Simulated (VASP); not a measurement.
Input of a VASP 6.6.1 run:

The input POSCAR:

```
CdS
1.0
    4.1500000000      0.0000000000      0.0000000000
   -2.0750000000      3.5940054257      0.0000000000
    0.0000000000      0.0000000000      6.7370000000
Cd S
2 2
Direct
    0.6666666667      0.3333333333      0.5000000000
    0.3333333333      0.6666666667      0.0000000000
    0.6666666667      0.3333333333      0.8750000000
    0.3333333333      0.6666666667      0.3750000000
```

File INCAR.step1:

```
PREC = Accurate ; ENCUT = 520
EDIFF = 1E-5 ; ISMEAR = -1
SIGMA = 0.05 ; LREAL = False
LASPH = True ; NELM = 80
ALGO = Normal ; ISIF = 2
LWAVE = True ; LCHARG = False
GGA = PE ; NBANDS = 26
```

INCAR.step2

```
PREC = Accurate ; ENCUT = 520
EDIFF = 1E-7 ; ISMEAR = -1
SIGMA = 0.05 ; LREAL = False
LASPH = True ; NELM = 80
ALGO = Normal ; ISIF = 2
LWAVE = False ; LCHARG = False
GGA = PE ; LHFCALC = True
AEXX = 0.25 ; HFSCREEN = 0.4
PRECFOCK = Normal ; ISTART = 1
NBANDS = 26
```

KPOINTS

```
Automatic mesh
0
Gamma
  4 4 2
```

Potentials or basis: VASP PAW PBE potentials, release 64 (Cd, S).

Command:

```bash
$ cat potpaw_PBE.64/Cd/POTCAR potpaw_PBE.64/S/POTCAR > POTCAR
$ cp INCAR.step1 INCAR
$ mpirun -np 1 vasp_std > vasp.out
$ cp INCAR.step2 INCAR
$ mpirun -np 1 vasp_std > vasp.out
```

Q: Predict the band gap on the k mesh.

A: 1.87 eV.

Q: Predict the pressure.

A: 1.6 GPa.

Q: Predict the largest force.

A: 0.062 eV/Å.

Forces on the atoms (eV/Å):
```
Cd   0.000  0.000 -0.062
Cd   0.000  0.000 -0.062
S    0.000  0.000  0.062
S    0.000  0.000  0.062
```

Caveat: the k points lie up to 0.47 Å⁻¹ apart; the PAW data sets were made with another functional, which shifts forces and pressure a little.
